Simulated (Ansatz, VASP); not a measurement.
# MgO in VASP and in Ansatz

The input INCAR:

```
SYSTEM = MgO
PREC = Accurate
ENCUT = 520
EDIFF = 1E-6
ISMEAR = 0
SIGMA = 0.05
LREAL = .False.
LASPH = .True.
NELM = 100
ALGO = Normal
ISIF = 2
LWAVE = .False.
LCHARG = .False.
GGA = PS
NBANDS = 26
```

Contents of KPOINTS:

```
regular mesh
0
Gamma
  9 9 4
  0 0 0
```

POSCAR

```
MgO
1.0
    3.2553371795      0.0000000000      0.0000000000
   -1.6276685897      2.8192046953      0.0000000000
    0.0000000000      0.0000000000     10.4149514991
Mg O
4 4
Direct
    0.3333333333      0.6666666667      0.9695963559
    0.0000000000      0.0000000000      0.2209473890
    0.0000000000      0.0000000000      0.7209473890
    0.6666666667      0.3333333333      0.4695963559
    0.3333333333      0.6666666667      0.7799156657
   -0.0399344193      0.0000000000      0.4920926037
    0.0000000000      0.0000000000      0.0295387694
    0.6666666667      0.3333333333      0.2799156657
```

Input for Ansatz:

```yaml
crystal:
  lattice:
    - [3.2553371795, 0.0, 0.0]
    - [-1.6276685897, 2.8192046953, 0.0]
    - [0.0, 0.0, 10.4149514991]
  atoms:
    - { symbol: Mg, position: [0.3333333333, 0.6666666667, 0.9695963559] }
    - { symbol: Mg, position: [0.0, 0.0, 0.220947389] }
    - { symbol: Mg, position: [0.0, 0.0, 0.720947389] }
    - { symbol: Mg, position: [0.6666666667, 0.3333333333, 0.4695963559] }
    - { symbol: O, position: [0.3333333333, 0.6666666667, 0.7799156657] }
    - { symbol: O, position: [-0.0399344193, 0.0, 0.4920926037] }
    - { symbol: O, position: [0.0, 0.0, 0.0295387694] }
    - { symbol: O, position: [0.6666666667, 0.3333333333, 0.2799156657] }
basis:
  ecutwfc: 420
kpoints:
  mp_grid: { grid: [9, 9, 4] }
hamiltonian:
  xc: pbesol
  pseudopotentials: { kind: paw, azcp: { folder: soft_1 } }
scf:
  occupations: { method: gaussian, width: 0.05 }
output:
  forces: true
  stress: true
  eigenvalues: true
```

Alike in both runs: task single point; functional PBEsol; k mesh 9 × 9 × 4; occupations gaussian, width 0.05 eV; no spin polarisation.

|  | VASP | Ansatz |
| --- | --- | --- |
| version | VASP 6.6.1 | Ansatz 0.2.0 |
| potentials or method | VASP PAW PBE potentials, release 64 (Mg, O), cutoff 520 eV | scalar-relativistic, plane waves, PAW |
| valence electrons in the cell | 32 | 64 |

Ansatz gave:

```
gap on the k mesh at the Fermi level (eV)                     : 2.05
least direct gap on the mesh (eV)                             : 2.05
pressure (GPa)                                                : 2.3
traceless stress, the component that is largest in VASP (GPa) : -4.30
rms of the force components (eV/Å)                            : 1.084
```

Task: What did VASP give for the same quantities?

Result: gap on the k mesh at the Fermi level (eV): 2.02; least direct gap on the mesh (eV): 2.02; pressure (GPa): 2.1; traceless stress, the component that is largest in VASP (GPa): -4.38; rms of the force components (eV/Å): 1.104.

VASP's potentials were made for PBE, not for PBEsol, and Ansatz warns of the same on its side. Atom by atom the forces differ by 0.023 eV/Å (rms over components). With one functional, cell and mesh, what is left measures potentials, basis and numerics. VASP's potentials hold 32 valence electrons a cell and Ansatz's 64, so a difference there can come from the potentials and not from the codes.
